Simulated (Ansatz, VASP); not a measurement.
## One calculation of Na, two programs

The input INCAR:

```
SYSTEM = Na
  PREC = Accurate
  ENCUT = 520
  EDIFF = 1E-7
  ISMEAR = 0
  SIGMA = 0.1
  LREAL = .False.
  LASPH = .True.
  NELM = 60
  ALGO = Normal
  ISIF = 2
  LWAVE = .False.
  LCHARG = .False.
  GGA = PE
  NBANDS = 10
```

Contents of KPOINTS:

```
regular mesh
0
Gamma
  12 12 12
  0 0 0
```

The input POSCAR:

```
Na
1.0
   -2.0727995750      2.0727995750      2.0727995750
    2.1574995750     -2.1574995750      2.2421995750
    2.1574995750      2.2421995750     -2.1574995750
Na
1
Direct
    0.0000000000      0.0000000000      0.0000000000
```

Input for Ansatz:

```yaml
crystal:
  lattice:
    - [-2.072799575, 2.072799575, 2.072799575]
    - [2.157499575, -2.157499575, 2.242199575]
    - [2.157499575, 2.242199575, -2.157499575]
  atoms:
    - { symbol: Na, position: [0.0, 0.0, 0.0] }
basis:
  ecutwfc: 420
kpoints:
  mp_grid: { grid: [12, 12, 12] }
hamiltonian:
  xc: pbe
scf:
  occupations: { method: gaussian, width: 0.1 }
output:
  forces: true
  stress: true
  eigenvalues: true
```

Alike in both runs: task single point; functional PBE; k mesh 12 × 12 × 12; occupations gaussian, width 0.1 eV; no spin polarisation.

|  | VASP | Ansatz |
| --- | --- | --- |
| version | VASP 6.6.1 | Ansatz 0.2.0 |
| potentials or method | VASP PAW PBE potentials, release 64 (Na_pv), cutoff 520 eV | scalar-relativistic, plane waves, PAW |
| valence electrons in the cell | 7 | 9 |

|  | VASP | Ansatz | Ansatz less VASP |
| --- | --- | --- | --- |
| gap on the k mesh at the Fermi level (eV) | none | none | - |
| pressure (GPa) | -0.5 | -0.5 | 0.00 |
| traceless stress, the component that is largest in VASP (GPa) | -0.18 | -0.18 | 0.000 |

A gap of «none» marks a metal or a gap that the smearing closes. With one functional, cell and mesh, what is left measures potentials, basis and numerics. VASP's potentials hold 7 valence electrons a cell and Ansatz's 9, so a difference there can come from the potentials and not from the codes.
